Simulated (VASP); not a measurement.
# Al in VASP: single point with PBE+D3(BJ)

Aim: the single point of Al with PBE+D3(BJ).

Everything below comes from runs of VASP 6.6.1. Logs are shortened: lines on timing, memory, paths and dates and some standing lists are left out, and cuts for length are marked.

## (1) The cell of the first run

The cell holds a slab with vacuum, 8 atoms: a = 2.814 Å, b = 2.814 Å, c = 30.172 Å, α = 90.00°, β = 90.00°, γ = 120.00°.

## (2) Single point, PBE+D3(BJ)

Input file INCAR:

```
PREC = Accurate ; ENCUT = 520
EDIFF = 1E-6 ; ISMEAR = 0
SIGMA = 0.1 ; LREAL = F
LASPH = T ; NELM = 100
ALGO = Normal ; ISIF = 2
LWAVE = F ; LCHARG = F
LDIPOL = T ; IDIPOL = 3
DIPOL = 0.5 0.5 0.500 ; GGA = PE
IVDW = 12 ; NBANDS = 22
```

Input file KPOINTS:

```
regular mesh
0
Gamma
  12 12 1
```

Input file POSCAR:

```
Al
1.0
    2.8144222611      0.0000000000      0.0000000000
   -1.4072111305      2.4373611751      0.0000000000
    0.0000000000      0.0000000000     30.1718323935
Al
8
Direct
    0.3333333333      0.6666666667      0.2320044706
    0.0000000000      0.0000000000      0.3085746218
    0.6666666667      0.3333333333      0.3851447731
    0.0000000000      0.0000000000      0.4617149244
    0.3333333333      0.6666666667      0.5377628396
    0.0000000000      0.0000000000      0.6146309297
    0.6666666667      0.3333333333      0.6918564409
    0.0000000000      0.0000000000      0.7707501829
```

Potentials or basis: VASP PAW PBE potentials, release 64 (Al).

Command:

```bash
> cat potpaw_PBE.64/Al/POTCAR > POTCAR
> mpirun -np 1 vasp_std > vasp.out
```

OUTCAR:

```text
PREC = Accurate
   ENCUT = 520
   EDIFF = 1E-6
   ISMEAR = 0
   LREAL = F
   LASPH = T
   NELM = 100
   ISIF = 2
   GGA = PE
   IVDW = 12
 IVDW          = 12

 ion  position               nearest neighbor table
   1  0.333  0.667  0.232-   2 2.82   2 2.82   2 2.82
   2  0.000  0.000  0.309-   1 2.82   1 2.82   1 2.82   3 2.82   3 2.82   3 2.82
   3  0.667  0.333  0.385-   4 2.82   2 2.82   4 2.82   2 2.82   4 2.82   2 2.82
   4  0.000  0.000  0.462-   5 2.81   5 2.81   5 2.81   3 2.82   3 2.82   3 2.82
   5  0.333  0.667  0.538-   4 2.81   4 2.81   4 2.81   6 2.83   6 2.83   6 2.83
   6  0.000  0.000  0.615-   5 2.83   5 2.83   5 2.83   7 2.84   7 2.84   7 2.84
   7  0.667  0.333  0.692-   6 2.84   6 2.84   6 2.84   8 2.88   8 2.88   8 2.88
   8  0.000  0.000  0.771-   7 2.88   7 2.88   7 2.88

  LATTYP: Found a hexagonal cell.
 ALAT       =     2.8144222611
 C/A-ratio  =    10.7204355262

  Lattice vectors:

 A1 = (   2.8144222611,   0.0000000000,   0.0000000000)
 A2 = (  -1.4072111305,   2.4373611751,   0.0000000000)
 A3 = (   0.0000000000,   0.0000000000,  30.1718323935)

Analysis of symmetry for initial positions (statically):
=====================================================================
 Subroutine PRICEL returns:
 Original cell was already a primitive cell.

 Routine SETGRP: Setting up the symmetry group for a
 hexagonal supercell.

 Subroutine GETGRP returns: Found  6 space group operations
 (whereof  6 operations were pure point group operations)
 out of a pool of 24 trial point group operations.

The static configuration has the point symmetry C_3v.

Analysis of symmetry for dynamics (positions and initial velocities):
=====================================================================
 Subroutine PRICEL returns:
 Original cell was already a primitive cell.

 Routine SETGRP: Setting up the symmetry group for a
 hexagonal supercell.

 Subroutine GETGRP returns: Found  6 space group operations
 (whereof  6 operations were pure point group operations)
 out of a pool of 24 trial point group operations.

The dynamic configuration has the point symmetry C_3v.

 Subroutine INISYM returns: Found  6 space group operations
 (whereof  6 operations are pure point group operations),
 and found     1 'primitive' translations

----------------------------------------------------------------------------------------

                                     Primitive cell

  volume of cell :     206.9716

  direct lattice vectors                    reciprocal lattice vectors
[... 108 lines left out ...]
   ISMEAR =     0;   SIGMA  =   0.10  broadening in eV -4-tet -1-fermi 0-gaus
   EFERMI_NEDOS =   21; number of points for ismear=-14 and -15
   IALGO  =     38    algorithm
   IMIX   =      4    mixing-type and parameters
     AMIX     =   0.40;   BMIX     =  1.00
     AMIX_MAG =   1.60;   BMIX_MAG =  1.00
  volume/ion in A,a.u.               =      25.87       174.59
  Fermi-wavevector in a.u.,A,eV,Ry     =   0.798316  1.508599  8.671113  0.637309
  Thomas-Fermi vector in A             =   1.905204
   LORBIT       =      0    0 simple, 1 ext, 2 COOP (PROOUT), +10 PAW based schemes
   GGA     = PE    functional components
   LHFCALC =     F    Hartree Fock is set to
   AEXX    =    0.0000 exact exchange contribution
   IVDW    =    12    specifies the selected vdW correction
   LEPSILON=     F    determine dielectric tensor
   LRPA    =     F    only Hartree local field effects (RPA)
 non-spin polarized calculation
 Gauss-broadening in eV      SIGMA  =   0.10
  energy-cutoff  :      520.00
  volume of cell :      206.97
 maximum number of plane-waves:      5612
 NGX is ok and might be reduce to    24
   NGX = 11   NGY = 11   NGZ =113

 dipolmoment           0.000000      0.000000      0.000076 electrons x Angstroem

 number of electron      24.0000000 magnetization

 dipolmoment           0.000000      0.000000     -0.001580 electrons x Angstroem

 Free energy of the ion-electron system (eV)
  ---------------------------------------------------
  ext. energy  EPLUGINS =         0.00000000
  ---------------------------------------------------
  free energy    TOTEN  =       -29.16847203 eV

  energy without entropy =      -29.15889729  energy(sigma->0) =      -29.16368466

 E-fermi :   3.5585     XC(G=0):  -6.9824

 val. band max:        3.4785127330   @ k =   0.4167   0.0833   0.0000
 cond. band min:       3.6254240343   @ k =   0.4167  -0.0000   0.0000
 fundamental gap:      0.1469113013
 Fermi energy:         3.5584872766

 k-point     1 :       0.0000    0.0000    0.0000
  band No.  band energies     occupation
      1      -7.6587      2.00000
      2      -7.3426      2.00000
      3      -6.8630      2.00000
      4      -6.1844      2.00000
      5      -5.3554      2.00000
      6      -4.3456      2.00000
[... 464 lines left out ...]
     21       5.2169      0.00000
     22       6.2144      0.00000

------------------------ aborting loop because EDIFF is reached ----------------------------------------

 vacuum level on the upper side and lower side of the slab       (xc-potential included)        -0.264        -0.293

 Edisp (eV)   -2.44655

 E8    (eV) :    -1.1121

  FORCE on cell =-STRESS in cart. coord.  units (eV):
  Direction    XX          YY          ZZ          XY          YZ          ZX
  --------------------------------------------------------------------------------------
  -------------------------------------------------------------------------------------
  Total      -1.26133    -1.26133     0.38730    -0.00000     0.00000    -0.00000
  in kB      -9.76399    -9.76399     2.99808    -0.00000     0.00000    -0.00000
  external pressure =       -5.51 kB  Pullay stress =        0.00 kB

 VOLUME and BASIS-vectors are now :
 -----------------------------------------------------------------------------
  energy-cutoff  :      520.00
  volume of cell :      206.97
      direct lattice vectors                 reciprocal lattice vectors
     2.814422261  0.000000000  0.000000000     0.355312710  0.205139889  0.000000000
    -1.407211130  2.437361175  0.000000000     0.000000000  0.410279777  0.000000000
     0.000000000  0.000000000 30.171832394     0.000000000  0.000000000  0.033143496

 POSITION                                       TOTAL-FORCE (eV/Angst)
 -----------------------------------------------------------------------------------
     -0.00000      1.62491      7.00000        -0.000000     -0.000000     -0.114121
      0.00000      0.00000      9.31026         0.000000     -0.000000      0.075169
      1.40721      0.81245     11.62052         0.000000     -0.000000      0.025381
      0.00000      0.00000     13.93079        -0.000000     -0.000000      0.008299
     -0.00000      1.62491     16.22529        -0.000000     -0.000000      0.003343
      0.00000      0.00000     18.54454         0.000000     -0.000000     -0.000438
      1.40721      0.81245     20.87458         0.000000      0.000000     -0.000482
      0.00000      0.00000     23.25495         0.000000     -0.000000      0.002850
 -----------------------------------------------------------------------------------
    total drift:                                0.000000     -0.000000      0.000020

  FREE ENERGIE OF THE ION-ELECTRON SYSTEM (eV)
  ---------------------------------------------------
  free  energy   TOTEN  =       -31.6150268969 eV

  energy  without entropy=      -31.6054521558  energy(sigma->0) =      -31.61023953

 vacuum level on the upper side and lower side of the slab         7.494         7.534
```

stdout:

```text
POSCAR found type information on POSCAR Al
 POSCAR found :  1 types and       8 ions
 scaLAPACK will be used
 LDA part: xc-table for (Slater+PW92), standard interpolation
 POSCAR, INCAR and KPOINTS ok, starting setup
 FFT: planning ... GRIDC
 FFT: planning ... GRID_SOFT
 FFT: planning ... GRID
 WAVECAR not read
 entering main loop
```

It took 4.8 min on 1 thread of Intel Xeon 8259CL, shared host; peak memory 0.37 GiB.

What came out:

- Free energy: -31.6150 eV
- Largest force: 0.114 eV/Å
- Band gap on the k mesh: zero (bands 12 and 13 overlap by 3.27 eV)
- Dispersion energy per atom: -0.306 eV

Forces in eV/Å, atoms in the order of the input:
```
Al   0.000  0.000 -0.114
Al   0.000  0.000  0.075
Al   0.000  0.000  0.025
Al   0.000  0.000  0.008
Al   0.000  0.000  0.003
Al   0.000  0.000  0.000
Al   0.000  0.000  0.000
Al   0.000  0.000  0.003
```

Levels at points of the mesh, in eV from the Fermi level:
| k point | band 7 | band 8 | band 9 | band 10 | band 11 | band 12 | band 13 | band 14 | band 15 | band 16 |
| --- | --- | --- | --- | --- | --- | --- | --- | --- | --- | --- |
| (0.00, 0.00, 0.00) | -6.73 | -5.34 | -4.03 | -2.37 | -0.72 | 0.96 | 2.48 | 3.64 | 3.97 | 5.38 |
| (0.50, 0.00, 0.00) | -3.82 | -3.74 | -2.84 | -2.77 | -2.07 | -1.72 | -0.75 | -0.58 | 0.60 | 0.77 |
